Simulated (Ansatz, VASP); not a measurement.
# CaO in VASP and in Ansatz

The input INCAR:

```
SYSTEM = CaO
PREC     = Accurate       ! precision mode
ENCUT    = 520            ! plane-wave cutoff, eV
EDIFF    = 1E-7           ! SCF threshold, eV
ISMEAR   = 0              ! smearing method
SIGMA    = 0.1            ! smearing width, eV
LREAL    = .FALSE.        ! projectors in reciprocal space
LASPH    = .TRUE.         ! aspherical terms in the spheres
NELM     = 100            ! most SCF steps
ALGO     = Normal         ! electronic algorithm
ISIF     = 2              ! what is computed and relaxed
LWAVE    = .FALSE.        ! write WAVECAR
LCHARG   = .FALSE.        ! write CHGCAR
GGA      = PE             ! functional
NBANDS   = 42             ! bands
```

KPOINTS

```
Automatic mesh
0
G
  4 4 4
  0 0 0
```

Contents of POSCAR:

```
CaO
1.0
   -2.4155243932      0.0000000000     -2.4155243932
   -2.4155243932     -4.8310487864      2.4155243932
   -2.4155243932      4.8310487864      2.4155243932
Ca O
4 4
Direct
    0.5000000000      0.5000000000      0.0000000000
    1.0000000000      0.0000000000      0.0000000000
    0.0000000000      0.5000000000      0.5000000000
    0.5000000000      0.0000000000      0.5000000000
    0.0000000000      0.7500000000      0.2500000000
    0.5000000000      0.2500000000      0.2500000000
    0.5000000000      0.7500000000      0.7500000000
    0.0000000000      0.2500000000      0.7500000000
```

Input for Ansatz:

```yaml
crystal:
  lattice:
    - [-2.4155243932, 0.0, -2.4155243932]
    - [-2.4155243932, -4.8310487864, 2.4155243932]
    - [-2.4155243932, 4.8310487864, 2.4155243932]
  atoms:
    - { symbol: Ca, position: [0.5, 0.5, 0.0] }
    - { symbol: Ca, position: [1.0, 0.0, 0.0] }
    - { symbol: Ca, position: [0.0, 0.5, 0.5] }
    - { symbol: Ca, position: [0.5, 0.0, 0.5] }
    - { symbol: O, position: [0.0, 0.75, 0.25] }
    - { symbol: O, position: [0.5, 0.25, 0.25] }
    - { symbol: O, position: [0.5, 0.75, 0.75] }
    - { symbol: O, position: [0.0, 0.25, 0.75] }
basis:
  ecutwfc: 420
kpoints:
  mp_grid: { grid: [4, 4, 4] }
hamiltonian:
  xc: pbe
scf:
  occupations: { method: gaussian, width: 0.1 }
  lower_state_search: "off"
output:
  forces: true
  stress: true
  eigenvalues: true
```

Alike in both runs: task single point; functional PBE; k mesh 4 × 4 × 4; occupations gaussian, width 0.1 eV; no spin polarisation.

|  | VASP | Ansatz |
| --- | --- | --- |
| version | VASP 6.6.1 | Ansatz 0.2.0 |
| potentials or method | VASP PAW PBE potentials, release 64 (Ca_sv, O), cutoff 520 eV | scalar-relativistic, plane waves, PAW |
| valence electrons in the cell | 64 | 64 |

```tsv
	VASP	Ansatz	Ansatz less VASP
gap on the k mesh at the Fermi level (eV)	3.64	3.66	+0.018
least direct gap on the mesh (eV)	3.64	3.66	+0.018
pressure (GPa)	0.5	0.0	-0.55
```

With one functional, cell and mesh, what is left measures potentials, basis and numerics.

The k mesh is coarse, so the values compare programs but aren't converged.
